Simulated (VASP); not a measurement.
P5C:

```
P C
1.0
     5.56052    0.00000    0.00000
    -2.78026    4.81555    0.00000
     0.00000    0.00000    4.51311
P C
5 1
Direct
  0.50000 0.00000 0.50000
  0.50000 0.50000 0.50000
  0.00000 0.50000 0.50000
  0.33333 0.66667 0.00000
  0.66667 0.33333 0.00000
  0.00000 0.00000 0.00000
```

The cell was generated, and may not be a known phase.

Base run:

```yaml
Program: VASP 6.6.1
Functional: PBE
Potentials_or_basis: VASP PAW PBE potentials, release 64 (P, C)
Cutoff: 520 eV
k_mesh: 6 × 6 × 4
Occupations: gaussian, width 0.1 eV
Spin: collinear spin
Starting_moments: "[0.0, 0.0, 0.0, 0.0, 0.0, 1.0] μB"
```

Its results: pressure -13.2 GPa.

Q: The run is repeated on the same cell with these changes: spin from collinear spin to no spin polarisation; further incar settings from ALGO = Normal; EDIFF = 1e-06; NBANDS = 28 to ALGO = Normal; EDIFF = 1e-07; NBANDS = 24. What comes out?

A: Pressure -13.8 GPa.

Caveats: the cell stands under tension; an odd number of electrons without spin polarisation forces a metal (at least some runs); a magnetic or distorted state may lie lower (at least some runs).
